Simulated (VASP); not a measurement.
Set up this calculation in VASP 6.6.1, as the native input.

```
Task                   : relaxation of cell and atoms
Functional             : PBE
Potentials or basis    : VASP PAW PBE potentials, release 64 (Hf_pv, Be, Si)
Cutoff                 : 600 eV
k mesh                 : 6 × 6 × 6
Occupations            : gaussian, width 0.1 eV
Spin                   : no spin polarisation
Dipole correction      : no
Further INCAR settings : ALGO = Fast; EDIFF = 1e-06; IBRION = 2; EDIFFG = -0.04; NSW = 90; ISIF = 3
```

The structure of HfBe2Si2 lies in POSCAR:

```
HfBe2Si2
1.0
    0.0000000000      2.3211008400      5.5731744300
    2.3096626800      0.0000000000      5.5731744300
    2.3096626800      2.3211008400      0.0000000000
Hf Be Si
1 2 2
Direct
    0.5000000000      0.5000000000      0.5000000000
    0.2500000000      0.2500000000      0.2500000000
    0.7500000000      0.7500000000      0.7500000000
    0.1428000000      0.1428000000      0.8572000000
    0.8572000000      0.8572000000      0.1428000000
```

The cell was generated, and may not be a known phase.

One way to write it, as run:

INCAR

```
SYSTEM = HfBe2Si2
  PREC = Accurate
  ENCUT = 600
  EDIFF = 1E-6
  ISMEAR = 0
  SIGMA = 0.1
  LREAL = .False.
  LASPH = .True.
  NELM = 80
  ALGO = Fast
  ISIF = 3
  LWAVE = .False.
  LCHARG = .False.
  GGA = PE
  IBRION = 2
  NSW = 90
  EDIFFG = -0.04
```

KPOINTS

```
regular mesh
0
Gamma
  6 6 6
  0 0 0
```

Potentials or basis: VASP PAW PBE potentials, release 64 (Hf_pv, Be, Si).

Run with:

```sh
$ cat potpaw_PBE.64/Hf_pv/POTCAR potpaw_PBE.64/Be/POTCAR potpaw_PBE.64/Si/POTCAR > POTCAR
$ mpirun -np 1 vasp_std > vasp.out
```

It gave:

```
Relaxed volume                        : 13.43 Å³/atom
Relaxed cell                          : a = 5.681 Å, b = 5.682 Å, c = 3.642 Å, α = 71.29°, β = 71.32°, γ = 37.39°
Space group after relaxing (to 0.1 Å) : I4/mmm (No. 139)
Energy gained by relaxing             : 506.9 meV/atom
Ionic steps                           : 16
Pressure after relaxing               : -0.1 GPa
Band gap on the k mesh                : zero (bands 11 and 12 overlap by 1.88 eV)
```

Caveat: spin-orbit coupling is left out, which moves the levels of the heavy elements.

Run time: 9.8 min on 1 thread of AMD EPYC 9R45 96-Core Processor (Zen 5), on a shared host, peak memory 0.26 GiB.
